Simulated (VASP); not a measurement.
# Cs (Im-3m) in VASP: a series of runs

Runs on Cs. Level: PBE. Tasks: single point.

All numbers are computed with VASP 6.6.1; they aren't measurements. Logs are shortened: lines on timing, memory, paths and dates and some standing lists are left out, and cuts for length are marked.

## Step 1: The cell of the first run

Symmetry: Im-3m, No. 229, cubic system. The conventional cell has a = 6.154 Å, b = 6.154 Å, c = 6.154 Å, α = 90.00°, β = 90.00°, γ = 90.00°.

## Step 2: Single point, PBE

INCAR reads:

```
PREC = Accurate
ENCUT = 520
EDIFF = 1E-6
ISMEAR = -1
SIGMA = 0.1
LREAL = F
LASPH = T
NELM = 100
ALGO = Normal
ISIF = 2
LWAVE = F
LCHARG = T
GGA = PE
LELF = T
LVHAR = T
NBANDS = 10
```

KPOINTS reads:

```
Automatic mesh
0
Gamma
  12 12 12
```

POSCAR reads:

```
Cs
1.0
   -3.0771544685      3.0771544685      3.0771544685
    3.0771544685     -3.0771544685      3.0771544685
    3.0771544685      3.0771544685     -3.0771544685
Cs
1
Direct
    0.0000000000      0.0000000000      0.0000000000
```

Potentials or basis: VASP PAW PBE potentials, release 64 (Cs_sv).

The run is started by

```sh
cat potpaw_PBE.64/Cs_sv/POTCAR > POTCAR
mpirun -np 1 vasp_std > vasp.out
```

OUTCAR:

```text
PREC = Accurate
   ENCUT = 520
   EDIFF = 1E-6
   ISMEAR = -1
   LREAL = F
   LASPH = T
   NELM = 100
   ISIF = 2
   GGA = PE

 ion  position               nearest neighbor table
   1  0.000  0.000  0.000-

  LATTYP: Found a body centered cubic cell.
 ALAT       =     6.1543089370

  Lattice vectors:

 A1 = (  -3.0771544685,   3.0771544685,   3.0771544685)
 A2 = (   3.0771544685,  -3.0771544685,   3.0771544685)
 A3 = (   3.0771544685,   3.0771544685,  -3.0771544685)

Analysis of symmetry for initial positions (statically):
=====================================================================
 Subroutine PRICEL returns:
 Original cell was already a primitive cell.

 Routine SETGRP: Setting up the symmetry group for a
 body centered cubic supercell.

 Subroutine GETGRP returns: Found 48 space group operations
 (whereof 48 operations were pure point group operations)
 out of a pool of 48 trial point group operations.

The static configuration has the point symmetry O_h .

Analysis of symmetry for dynamics (positions and initial velocities):
=====================================================================
 Subroutine PRICEL returns:
 Original cell was already a primitive cell.

 Routine SETGRP: Setting up the symmetry group for a
 body centered cubic supercell.

 Subroutine GETGRP returns: Found 48 space group operations
 (whereof 48 operations were pure point group operations)
 out of a pool of 48 trial point group operations.

The dynamic configuration has the point symmetry O_h .

 Subroutine INISYM returns: Found 48 space group operations
 (whereof 48 operations are pure point group operations),
 and found     1 'primitive' translations

----------------------------------------------------------------------------------------

                                     Primitive cell

  volume of cell :     116.5488

  direct lattice vectors                    reciprocal lattice vectors
    -3.077154468  3.077154468  3.077154468     0.000000000  0.162487781  0.162487781
     3.077154468 -3.077154468  3.077154468     0.162487781  0.000000000  0.162487781
     3.077154468  3.077154468 -3.077154468     0.162487781  0.162487781  0.000000000

  length of vectors
     5.329787882  5.329787882  5.329787882     0.229792423  0.229792423  0.229792423

  position of ions in fractional coordinates (direct lattice)
     0.000000000  0.000000000  0.000000000

  ion indices of the primitive-cell ions
   primitive index   ion index
                 1           1

----------------------------------------------------------------------------------------

 KPOINTS: Automatic mesh

Automatic generation of k-mesh.
 Grid dimensions read from file:
 generate k-points for:   12   12   12

 Generating k-lattice:

  Cartesian coordinates                     Fractional coordinates (reciprocal lattice)
     0.000000000  0.013540648  0.013540648     0.083333333  0.000000000  0.000000000
     0.013540648  0.000000000  0.013540648     0.000000000  0.083333333  0.000000000
     0.013540648  0.013540648  0.000000000     0.000000000  0.000000000  0.083333333

  Length of vectors
     0.019149369  0.019149369  0.019149369

  Shift w.r.t. Gamma in fractional coordinates (k-lattice)
     0.000000000  0.000000000  0.000000000

 Subroutine IBZKPT returns following result:
 ===========================================

 Found     72 irreducible k-points:

 Following reciprocal coordinates:
            Coordinates               Weight
  0.000000  0.000000  0.000000      1.000000
  0.083333  0.000000  0.000000     12.000000
  0.166667  0.000000  0.000000     12.000000
  0.250000  0.000000  0.000000     12.000000
  0.333333  0.000000  0.000000     12.000000
  0.416667  0.000000  0.000000     12.000000
[... 16 lines left out ...]
  0.333333  0.083333  0.083333     24.000000
  0.416667  0.083333  0.083333     12.000000
 [... further k-points ...]
   k-points           NKPTS =     72   k-points in BZ     NKDIM =     72   number of bands    NBANDS=     10
   number of dos      NEDOS =    301   number of ions     NIONS =      1
   total plane-waves  NPLWV =  64000
   dimension x,y,z NGX =    40 NGY =   40 NGZ =   40
   dimension x,y,z NGXF=    80 NGYF=   80 NGZF=   80
   ions per type =               1
   NGX,Y,Z   is equivalent  to a cutoff of  12.48, 12.48, 12.48 a.u.
   NGXF,Y,Z  is equivalent  to a cutoff of  24.95, 24.95, 24.95 a.u.
 SYSTEM =  unknown system
   PREC   = accura    normal or accurate (medium, high low for compatibility)
   ISTART =      0    job   : 0-new  1-cont  2-samecut
   ICHARG =      2    charge: 1-file 2-atom 10-const
   ISPIN  =      1    spin polarized calculation?
   LNONCOLLINEAR =      F non collinear calculations
   LSORBIT =      F    spin-orbit coupling
   LASPH  =      T    aspherical Exc in radial PAW
   ENCUT  =  520.0 eV  38.22 Ry    6.18 a.u.   9.91  9.91  9.91*2*pi/ulx,y,z
   NELM   =    100;   NELMIN=  2; NELMDL= -5     # of ELM steps
   EDIFF  = 0.1E-05   stopping-criterion for ELM
   LREAL  =      F    real-space projection
   EDIFFG = 0.1E-04   stopping-criterion for IOM
   NSW    =      0    number of steps for IOM
   IBRION =     -1    ionic relax: 0-MD 1-quasi-New 2-CG
   NFREE  =      0    steps in history (QN), initial steepest desc. (CG)
   ISIF   =      2    stress and relaxation
   ISYM   =      2    0-nonsym 1-usesym 2-fastsym
   POTIM  = 0.5000    time-step for ionic-motion
   TEBEG  =    0.0;   TEEND  =   0.0 temperature during run
   PSTRESS=    0.0 pullay stress
   NELECT =       9.0000    total number of electrons
   NUPDOWN=      -1.0000    fix difference up-down
   EMIN   =  10.00;   EMAX   =-10.00  energy-range for DOS
   EFERMI =   0.00;   METHOD = LEGACY
   ISMEAR =    -1;   SIGMA  =   0.10  broadening in eV -4-tet -1-fermi 0-gaus
   EFERMI_NEDOS =   21; number of points for ismear=-14 and -15
   IALGO  =     38    algorithm
   IMIX   =      4    mixing-type and parameters
     AMIX     =   0.40;   BMIX     =  1.00
     AMIX_MAG =   1.60;   BMIX_MAG =  1.00
  volume/ion in A,a.u.               =     116.55       786.51
  Fermi-wavevector in a.u.,A,eV,Ry     =   0.697140  1.317403  6.612479  0.486004
  Thomas-Fermi vector in A             =   1.780384
   LORBIT       =      0    0 simple, 1 ext, 2 COOP (PROOUT), +10 PAW based schemes
   GGA     = PE    functional components
   LHFCALC =     F    Hartree Fock is set to
   AEXX    =    0.0000 exact exchange contribution
   IVDW    =     0    specifies the selected vdW correction
   LEPSILON=     F    determine dielectric tensor
   LRPA    =     F    only Hartree local field effects (RPA)
 non-spin polarized calculation
  energy-cutoff  :      520.00
  volume of cell :      116.55
 maximum number of plane-waves:      3176
   NGX = 19   NGY = 19   NGZ = 19

 number of electron       9.0000002 magnetization

 Free energy of the ion-electron system (eV)
  ---------------------------------------------------
  ext. energy  EPLUGINS =         0.00000000
  ---------------------------------------------------
  free energy    TOTEN  =        -0.87121573 eV

  energy without entropy =       -0.82985328  energy(sigma->0) =       -0.85053451

 E-fermi :   0.4137     XC(G=0):  -5.3730

 val. band max:        0.3847024154   @ k =   0.3333   0.0833   0.0833
 cond. band min:       0.4369729974   @ k =  -0.3333   0.4167   0.1667
 fundamental gap:      0.0522705821
 Fermi energy:         0.4136904143

 k-point     1 :       0.0000    0.0000    0.0000
  band No.  band energies     occupation
      1     -23.4436      2.00000
      2     -10.1887      2.00000
      3     -10.1887      2.00000
      4     -10.1887      2.00000
      5      -1.2433      2.00000
      6       2.9060      0.00000
      7       2.9060      0.00000
      8       2.9060      0.00000
      9       3.7537      0.00000
     10       3.7537      0.00000

 k-point     2 :       0.0833    0.0000    0.0000
  band No.  band energies     occupation
      1     -23.4432      2.00000
      2     -10.1978      2.00000
      3     -10.1917      2.00000
      4     -10.1887      2.00000
      5      -1.1674      2.00000
      6       2.8220      0.00000
      7       2.8358      0.00000
      8       2.9818      0.00000
      9       3.6209      0.00000
     10       3.7390      0.00000

 k-point     3 :       0.1667    0.0000    0.0000
  band No.  band energies     occupation
      1     -23.4420      2.00000
      2     -10.2224      2.00000
      3     -10.1997      2.00000
      4     -10.1888      2.00000
      5      -0.9468      2.00000
      6       2.5549      0.00000
      7       2.6251      0.00000
      8       3.2067      0.00000
      9       3.5321      0.00000
     10       3.7224      0.00000

 k-point     4 :       0.2500    0.0000    0.0000
  band No.  band energies     occupation
      1     -23.4405      2.00000
      2     -10.2555      2.00000
      3     -10.2107      2.00000
      4     -10.1888      2.00000
      5      -0.6041      1.99992
      6       2.1505      0.00000
      7       2.4065      0.00000
      8       3.5736      0.00000
      9       3.6042      0.00000
     10       3.7523      0.00000
[... 222 lines left out ...]
 k-point    22 :       0.2500    0.0833    0.0833
  band No.  band energies     occupation
      1     -23.4386      2.00000
      2     -10.2890      2.00000
      3     -10.2216      2.00000
      4     -10.1967      2.00000
      5      -0.0481      1.98045
      6       1.7463      0.00000
      7       2.0403      0.00000
      8       3.7795      0.00000
      9       3.9771      0.00000
     10       4.1169      0.00000

 k-point    23 :       0.3333    0.0833    0.0833
  band No.  band energies     occupation
      1     -23.4376      2.00000
      2     -10.3050      2.00000
      3     -10.2332      2.00000
      4     -10.1972      2.00000
      5       0.3847      1.14393
      6       1.4503      0.00006
      7       1.9421      0.00000
      8       3.7002      0.00000
      9       4.1267      0.00000
     10       4.4143      0.00000

 k-point    24 :       0.4167    0.0833    0.0833
  band No.  band energies     occupation
      1     -23.4373      2.00000
      2     -10.3106      2.00000
      3     -10.2376      2.00000
      4     -10.1973      2.00000
      5       0.6262      0.21343
      6       1.2797      0.00035
      7       1.9091      0.00000
      8       3.6030      0.00000
      9       4.2158      0.00000
     10       4.5404      0.00000

 [... further k-points ...]
[... 5 lines left out ...]
  --------------------------------------------------------------------------------------
  -------------------------------------------------------------------------------------
  Total       -0.0004562     -0.0004562     -0.0004562      0.0000000      0.0000000      0.0000000
  in kB       -0.0062720     -0.0062720     -0.0062720      0.0000000      0.0000000      0.0000000
  external PRESSURE =      -0.0062720 kB  Pullay stress =       0.0000000 kB

 VOLUME and BASIS-vectors are now :
 -----------------------------------------------------------------------------
  energy-cutoff  :      520.00
  volume of cell :      116.55
      direct lattice vectors                 reciprocal lattice vectors
    -3.077154468  3.077154468  3.077154468     0.000000000  0.162487781  0.162487781
     3.077154468 -3.077154468  3.077154468     0.162487781  0.000000000  0.162487781
     3.077154468  3.077154468 -3.077154468     0.162487781  0.162487781  0.000000000

 POSITION                                       TOTAL-FORCE (eV/Angst)
 -----------------------------------------------------------------------------------
      0.00000      0.00000      0.00000        -0.000000      0.000000     -0.000000
 -----------------------------------------------------------------------------------
    total drift:                               -0.000000     -0.000000     -0.000000

  FREE ENERGIE OF THE ION-ELECTRON SYSTEM (eV)
  ---------------------------------------------------
  free  energy   TOTEN  =        -0.8712157349 eV

  energy  without entropy=       -0.8298532809  energy(sigma->0) =       -0.85053451
```

It took 1.8 min on 1 thread of AMD EPYC 7R13, shared host; peak memory 0.25 GiB.

What came out:

- Free energy: -0.8712 eV
- Pressure: 0.0 GPa
- Band gap on the k mesh: zero (an odd number of electrons rules out a gap without spin polarisation)

Caveat: spin-orbit coupling is left out, which moves the levels of the heavy elements.

(Part 1 of 2 ends here.)

The gap in the log of VASP goes by the Fermi energy; the results here count the filled bands.